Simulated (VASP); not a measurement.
# GaN (F-43m) in VASP: single point with PBE0

Aim: the single point of GaN with PBE0.

All numbers are computed with VASP 6.6.1; they aren't measurements. Logs are shortened: lines on timing, memory, paths and dates and some standing lists are left out, and cuts for length are marked.

**1. The cell of the first run**

Symmetry: F-43m, No. 216, cubic system. The conventional cell has a = 4.498 Å, b = 4.498 Å, c = 4.498 Å, α = 90.00°, β = 90.00°, γ = 90.00°. Within 2.6 Å of Ga (site symmetry -43m) lie 4 N at 1.95 Å. N (site symmetry -43m) has 4 Ga at 1.95 Å within 2.6 Å.

**2. Single point, PBE0**

Input file POSCAR:

```
GaN
1.0
    0.0000000000      2.2489525403      2.2489525403
    2.2489525403      0.0000000000      2.2489525403
    2.2489525403      2.2489525403      0.0000000000
Ga N
1 1
Direct
    0.0000000000      0.0000000000      0.0000000000
    0.2500000000      0.2500000000      0.2500000000
```

Input file INCAR.step1:

```
  ALGO = Normal
  EDIFF = 1E-5
  ENCUT = 520
  GGA = PE
  ISIF = 2
  ISMEAR = 0
  LASPH = True
  LREAL = False
  LWAVE = True
  NBANDS = 16
  NELM = 100
  PREC = Accurate
  SIGMA = 0.01
```

Input file INCAR.step2:

```
  AEXX = 0.25
  ALGO = Normal
  EDIFF = 1E-7
  ENCUT = 520
  GGA = PE
  ISIF = 2
  ISMEAR = 0
  ISTART = 1
  LASPH = True
  LCHARG = True
  LELF = True
  LHFCALC = True
  LREAL = False
  LVHAR = True
  LWAVE = False
  NBANDS = 16
  NELM = 100
  PREC = Accurate
  PRECFOCK = Normal
  SIGMA = 0.01
```

Input file KPOINTS:

```
k-points
0
Gamma
  6 6 6
```

Potentials or basis: VASP PAW PBE potentials, release 64 (Ga_d, N).

On the command line:

```console
$ cat potpaw_PBE.64/Ga_d/POTCAR potpaw_PBE.64/N/POTCAR > POTCAR
$ cp INCAR.step1 INCAR
$ mpirun -np 1 vasp_std > vasp.out
$ cp INCAR.step2 INCAR
$ mpirun -np 1 vasp_std > vasp.out
```

OUTCAR:

```text
AEXX = 0.25
   EDIFF = 1E-7
   ENCUT = 520
   GGA = PE
   ISIF = 2
   ISMEAR = 0
   ISTART = 1
   LASPH = True
   LHFCALC = True
   LREAL = False
   NELM = 100
   PREC = Accurate
   PRECFOCK = Normal

 ion  position               nearest neighbor table
   1  0.000  0.000  0.000-   2 1.95   2 1.95   2 1.95   2 1.95
   2  0.250  0.250  0.250-   1 1.95   1 1.95   1 1.95   1 1.95

  LATTYP: Found a face centered cubic cell.
 ALAT       =     4.4979050806

  Lattice vectors:

 A1 = (   0.0000000000,   2.2489525403,   2.2489525403)
 A2 = (   2.2489525403,   0.0000000000,   2.2489525403)
 A3 = (   2.2489525403,   2.2489525403,   0.0000000000)

Analysis of symmetry for initial positions (statically):
=====================================================================
 Subroutine PRICEL returns:
 Original cell was already a primitive cell.

 Routine SETGRP: Setting up the symmetry group for a
 face centered cubic supercell.

 Subroutine GETGRP returns: Found 24 space group operations
 (whereof 24 operations were pure point group operations)
 out of a pool of 48 trial point group operations.

The static configuration has the point symmetry T_d .

Analysis of symmetry for dynamics (positions and initial velocities):
=====================================================================
 Subroutine PRICEL returns:
 Original cell was already a primitive cell.

 Routine SETGRP: Setting up the symmetry group for a
 face centered cubic supercell.

 Subroutine GETGRP returns: Found 24 space group operations
 (whereof 24 operations were pure point group operations)
 out of a pool of 48 trial point group operations.

The dynamic configuration has the point symmetry T_d .

 Subroutine INISYM returns: Found 24 space group operations
 (whereof 24 operations are pure point group operations),
 and found     1 'primitive' translations

----------------------------------------------------------------------------------------

                                     Primitive cell

  volume of cell :      22.7494

  direct lattice vectors                    reciprocal lattice vectors
     0.000000000  2.248952540  2.248952540    -0.222325723  0.222325723  0.222325723
     2.248952540  0.000000000  2.248952540     0.222325723 -0.222325723  0.222325723
     2.248952540  2.248952540  0.000000000     0.222325723  0.222325723 -0.222325723

  length of vectors
     3.180499184  3.180499184  3.180499184     0.385079448  0.385079448  0.385079448

  position of ions in fractional coordinates (direct lattice)
     0.000000000  0.000000000  0.000000000
     0.250000000  0.250000000  0.250000000

  ion indices of the primitive-cell ions
   primitive index   ion index
                 1           1
                 2           2

----------------------------------------------------------------------------------------

 KPOINTS: k-points

Automatic generation of k-mesh.
 Grid dimensions read from file:
 generate k-points for:    6    6    6

 Generating k-lattice:

  Cartesian coordinates                     Fractional coordinates (reciprocal lattice)
    -0.037054287  0.037054287  0.037054287     0.166666667  0.000000000  0.000000000
     0.037054287 -0.037054287  0.037054287     0.000000000  0.166666667  0.000000000
     0.037054287  0.037054287 -0.037054287     0.000000000  0.000000000  0.166666667

  Length of vectors
     0.064179908  0.064179908  0.064179908

  Shift w.r.t. Gamma in fractional coordinates (k-lattice)
     0.000000000  0.000000000  0.000000000

 Subroutine IBZKPT returns following result:
 ===========================================

 Found     16 irreducible k-points:

 Following reciprocal coordinates:
            Coordinates               Weight
  0.000000  0.000000  0.000000      1.000000
  0.166667  0.000000  0.000000      8.000000
  0.333333  0.000000  0.000000      8.000000
  0.500000  0.000000  0.000000      4.000000
  0.166667  0.166667  0.000000      6.000000
  0.333333  0.166667  0.000000     24.000000
[... 8 lines left out ...]
 -0.333333  0.333333  0.166667     24.000000
 -0.333333  0.500000  0.166667     12.000000
   k-points           NKPTS =     16   k-points in BZ     NKDIM =    216   number of bands    NBANDS=     16
   number of dos      NEDOS =    301   number of ions     NIONS =      2
   total plane-waves  NPLWV =  13824
   dimension x,y,z NGX =    24 NGY =   24 NGZ =   24
   dimension x,y,z NGXF=    48 NGYF=   48 NGZF=   48
   ions per type =               1   1
   NGX,Y,Z   is equivalent  to a cutoff of  12.54, 12.54, 12.54 a.u.
   NGXF,Y,Z  is equivalent  to a cutoff of  25.09, 25.09, 25.09 a.u.
 SYSTEM =  unknown system
   PREC   = accura    normal or accurate (medium, high low for compatibility)
   ISTART =      1    job   : 0-new  1-cont  2-samecut
   ICHARG =      0    charge: 1-file 2-atom 10-const
   ISPIN  =      1    spin polarized calculation?
   LNONCOLLINEAR =      F non collinear calculations
   LSORBIT =      F    spin-orbit coupling
   LASPH  =      T    aspherical Exc in radial PAW
   ENCUT  =  520.0 eV  38.22 Ry    6.18 a.u.   5.91  5.91  5.91*2*pi/ulx,y,z
   NELM   =    100;   NELMIN=  2; NELMDL=  0     # of ELM steps
   EDIFF  = 0.1E-06   stopping-criterion for ELM
   LREAL  =      F    real-space projection
   EDIFFG = 0.1E-05   stopping-criterion for IOM
   NSW    =      0    number of steps for IOM
   IBRION =     -1    ionic relax: 0-MD 1-quasi-New 2-CG
   NFREE  =      0    steps in history (QN), initial steepest desc. (CG)
   ISIF   =      2    stress and relaxation
   ISYM   =      3    0-nonsym 1-usesym 2-fastsym
   POTIM  = 0.5000    time-step for ionic-motion
   TEBEG  =    0.0;   TEEND  =   0.0 temperature during run
   PSTRESS=    0.0 pullay stress
   NELECT =      18.0000    total number of electrons
   NUPDOWN=      -1.0000    fix difference up-down
   EMIN   =  10.00;   EMAX   =-10.00  energy-range for DOS
   EFERMI =   0.00;   METHOD = LEGACY
   ISMEAR =     0;   SIGMA  =   0.01  broadening in eV -4-tet -1-fermi 0-gaus
   EFERMI_NEDOS =   21; number of points for ismear=-14 and -15
   IALGO  =     38    algorithm
   IMIX   =      1    mixing-type and parameters
     AMIX     =   0.40;   BMIX     =  1.00
     AMIX_MAG =   1.60;   BMIX_MAG =  1.00
  volume/ion in A,a.u.               =      11.37        76.76
  Fermi-wavevector in a.u.,A,eV,Ry     =   1.514173  2.861371 31.194330  2.292719
  Thomas-Fermi vector in A             =   2.623866
   LORBIT       =      0    0 simple, 1 ext, 2 COOP (PROOUT), +10 PAW based schemes
   GGA     = PE    functional components
   LHFCALC =     T    Hartree Fock is set to
   PRECFOCK=normal    Normal, Fast or Accurate (Low or Medium for compatibility)
   ENCUT4O =  -1.0   cutoff for four orbital integrals eV
   NKREDX  =     1    reduce k-point grid by
   NKREDY  =     1    reduce k-point grid by
   NKREDZ  =     1    reduce k-point grid by
   AEXX    =    0.2500 exact exchange contribution
   HFSCREEN=    0.0000 screening length (either q_TF or 0.3 A-1)
   HFSCREENC=   0.0000 screening length for correlation (either q_TF or 0.3 A-1)
   ENCUTFOCK=  -1.0 apply spherical cutoff to Coloumb kernel
   IVDW    =     0    specifies the selected vdW correction
   LEPSILON=     F    determine dielectric tensor
   LRPA    =     F    only Hartree local field effects (RPA)
 non-spin polarized calculation
 Gauss-broadening in eV      SIGMA  =   0.01
  energy-cutoff  :      520.00
  volume of cell :       22.75
 maximum number of plane-waves:       624
  NGX = 18; NGY = 18; NGZ = 18

 number of electron      18.0000009 magnetization

 Free energy of the ion-electron system (eV)
  ---------------------------------------------------
  ext. energy  EPLUGINS =         0.00000000
  ---------------------------------------------------
  free energy    TOTEN  =       -15.66646211 eV

  energy without entropy =      -15.66646211  energy(sigma->0) =      -15.66646211

 E-fermi :   4.3038     XC(G=0):  -9.1866

 val. band max:        4.1411259427   @ k =   0.0000   0.0000   0.0000
 cond. band min:       7.8876368548   @ k =   0.0000   0.0000   0.0000
 fundamental gap:      3.7465109121
 Fermi energy:         4.3037847143

 k-point     1 :       0.0000    0.0000    0.0000
  band No.  band energies     occupation
      1     -13.3941      2.00000
      2     -11.4596      2.00000
      3     -11.4596      2.00000
      4     -11.4596      2.00000
      5     -11.1370      2.00000
      6     -11.1370      2.00000
[... 8 lines left out ...]
     15      25.4586      0.00000
     16      25.4586      0.00000

 k-point     2 :       0.1667    0.0000    0.0000
  band No.  band energies     occupation
      1     -13.1392      2.00000
      2     -11.4268      2.00000
      3     -11.4268      2.00000
      4     -11.2686      2.00000
      5     -11.1387      2.00000
      6     -11.1387      2.00000
[... 8 lines left out ...]
     15      23.4216      0.00000
     16      23.4216      0.00000

 k-point     3 :       0.3333    0.0000    0.0000
  band No.  band energies     occupation
      1     -12.8169      2.00000
      2     -11.3815      2.00000
      3     -11.3815      2.00000
      4     -11.1199      2.00000
      5     -11.1199      2.00000
      6     -10.3815      2.00000
[... 8 lines left out ...]
     15      24.3496      0.00000
     16      24.3496      0.00000

 k-point     4 :       0.5000    0.0000    0.0000
  band No.  band energies     occupation
      1     -12.7488      2.00000
      2     -11.3715      2.00000
      3     -11.3715      2.00000
      4     -11.0968      2.00000
      5     -11.0968      2.00000
      6      -9.4958      2.00000
[... 8 lines left out ...]
     15      26.6281      0.00000
     16      26.6281      0.00000
[... 172 lines left out ...]
 k-point    14 :       0.5000    0.3333    0.1667
  band No.  band energies     occupation
      1     -12.6901      2.00000
      2     -11.3268      2.00000
      3     -11.2975      2.00000
      4     -11.1998      2.00000
      5     -11.1033      2.00000
      6      -9.5985      2.00000
[... 8 lines left out ...]
     15      26.7091      0.00000
     16      29.4101      0.00000

 k-point    15 :      -0.3333    0.3333    0.1667
  band No.  band energies     occupation
      1     -12.6600      2.00000
      2     -11.3363      2.00000
      3     -11.2727      2.00000
      4     -11.1679      2.00000
      5     -11.1178      2.00000
      6      -8.9184      2.00000
[... 8 lines left out ...]
     15      25.5845      0.00000
     16      29.8264      0.00000

 k-point    16 :      -0.3333    0.5000    0.1667
  band No.  band energies     occupation
      1     -12.6458      2.00000
      2     -11.3121      2.00000
      3     -11.2657      2.00000
      4     -11.1586      2.00000
      5     -11.1013      2.00000
      6      -8.7403      2.00000
[... 8 lines left out ...]
     15      27.4282      0.00000
     16      30.1474      0.00000

------------------------ aborting loop because EDIFF is reached ----------------------------------------

  FORCE on cell =-STRESS in cart. coord.  units (eV):
  Direction    XX          YY          ZZ          XY          YZ          ZX
  --------------------------------------------------------------------------------------
  -------------------------------------------------------------------------------------
  Total       -0.0366608     -0.0366608     -0.0366608      0.0000000      0.0000000      0.0000000
  in kB       -2.5819116     -2.5819116     -2.5819116      0.0000000      0.0000000      0.0000000
  external PRESSURE =      -2.5819116 kB  Pullay stress =       0.0000000 kB

 VOLUME and BASIS-vectors are now :
 -----------------------------------------------------------------------------
  energy-cutoff  :      520.00
  volume of cell :       22.75
      direct lattice vectors                 reciprocal lattice vectors
     0.000000000  2.248952540  2.248952540    -0.222325723  0.222325723  0.222325723
     2.248952540  0.000000000  2.248952540     0.222325723 -0.222325723  0.222325723
     2.248952540  2.248952540  0.000000000     0.222325723  0.222325723 -0.222325723

 POSITION                                       TOTAL-FORCE (eV/Angst)
 -----------------------------------------------------------------------------------
      0.00000      0.00000      0.00000        -0.000000     -0.000000     -0.000000
      1.12448      1.12448      1.12448         0.000000      0.000000      0.000000
 -----------------------------------------------------------------------------------
    total drift:                               -0.000005     -0.000006     -0.000004

  FREE ENERGIE OF THE ION-ELECTRON SYSTEM (eV)
  ---------------------------------------------------
  free  energy   TOTEN  =       -15.6664621106 eV

  energy  without entropy=      -15.6664621106  energy(sigma->0) =      -15.66646211
```

Wall time 31 min (1 thread of Intel Xeon 6975P-C, shared host); peak memory 0.16 GiB.

What came out:

```yaml
Free_energy: -15.6665 eV
Pressure: -0.3 GPa
Band_gap_on_the_k_mesh: 3.75 eV, direct
```

Caveat: the PAW data sets were made with another functional, which shifts forces and pressure a little.
